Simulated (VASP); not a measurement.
**CuF: single point with PBE**

Crystal: CuF.

```xyz
2
Lattice="2.8237 0.0000 0.0000 0.0000 2.8237 0.0000 0.0000 0.0000 2.8237" Properties=species:S:1:pos:R:3 pbc="T T T"
F     0.0000    0.0000    0.0000
Cu    1.4118    1.4118    1.4118
```

```json
{
 "Program": "VASP 6.6.1",
 "Task": "single point",
 "Functional": "PBE",
 "Potentials or basis": "VASP PAW PBE potentials, release 64 (F, Cu)",
 "Cutoff": "600 eV",
 "k mesh": "6 × 6 × 6",
 "Occupations": "fermi-dirac, width 0.1 eV",
 "Spin": "no spin polarisation",
 "Dipole correction": "no",
 "Further INCAR settings": "ALGO = Normal; EDIFF = 1e-06; NBANDS = 16"
}
```

- Pressure: -2.8 GPa
- Band gap on the k mesh: zero (band 9 reaches 3.95 eV, above the bottom of band 10 at 3.64 eV)

Levels at points of the mesh, in eV from the Fermi level:
```
           k point  band 7  band 8  band 9  band 10  band 11  band 12
(0.00, 0.00, 0.00)   -1.85   -0.53   -0.53    -0.53    14.71    14.71
(0.50, 0.00, 0.00)   -0.48   -0.37   -0.37     3.86     4.21    15.82
(0.50, 0.50, 0.00)   -0.86   -0.86   -0.24     4.42     7.96     7.96
(0.50, 0.50, 0.50)   -0.27   -0.21   -0.21     6.61     6.61     6.61
```

It took 6.8 s on 1 thread of Intel Xeon 6975P-C (shared host), peak memory 0.14 GiB.

Caveat: the k points lie up to 0.37 Å⁻¹ apart; semilocal functionals often make such compounds metallic where correlation or magnetic order opens a gap, which also shifts bond lengths. With open d or f shells a metallic result of PBE can be an artefact of self-interaction; +U or a hybrid may open a gap.
